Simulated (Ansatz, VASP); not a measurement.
## One calculation of Ti2Co, two programs

```
Ti Co
1.0
     0.00000    3.48951    3.48951
     3.48951    0.00000    3.48951
     3.48951    3.48951    0.00000
Ti Co
4 2
Cartesian
  0.8724 0.8724 0.8724
  0.8724 2.6171 2.6171
  2.6171 2.6171 0.8724
  2.6171 0.8724 2.6171
  3.4895 3.4895 3.4895
  5.2343 5.2343 5.2343
```

Alike in both runs: functional PBEsol; k mesh 10 × 10 × 10; occupations gaussian, width 0.1 eV; collinear spin.

Ansatz relaxed the structure, and its values are those at the end. VASP's run is a single point on that final structure, the one shown.

|  | VASP | Ansatz |
| --- | --- | --- |
| version | VASP 6.6.1 | Ansatz 0.2.0 |
| potentials or method | VASP PAW PBE potentials, release 64 (Ti_sv, Co), cutoff 520 eV | scalar-relativistic, plane waves, PAW |
| valence electrons in the cell | 66 | 82 |

VASP gave:

```
gap on the k mesh at the Fermi level (eV)                     : none
pressure (GPa)                                                : -0.1
net moment per atom (μB)                                      : 0.31
size of the moment on the site where the two differ most (μB) : 0.97
```

Which values does Ansatz return?

gap on the k mesh at the Fermi level (eV): none; pressure (GPa): 0.0; net moment per atom (μB): 0.31; size of the moment on the site where the two differ most (μB): 1.01.

VASP's potentials were made for PBE, not for PBEsol. Site moments also hang on the region over which each program counts them. A gap of «none» marks a metal or a gap that the smearing closes. With one functional, cell and mesh, what is left measures potentials, basis and numerics. VASP's potentials hold 66 valence electrons a cell and Ansatz's 82, so a difference there can come from the potentials and not from the codes.
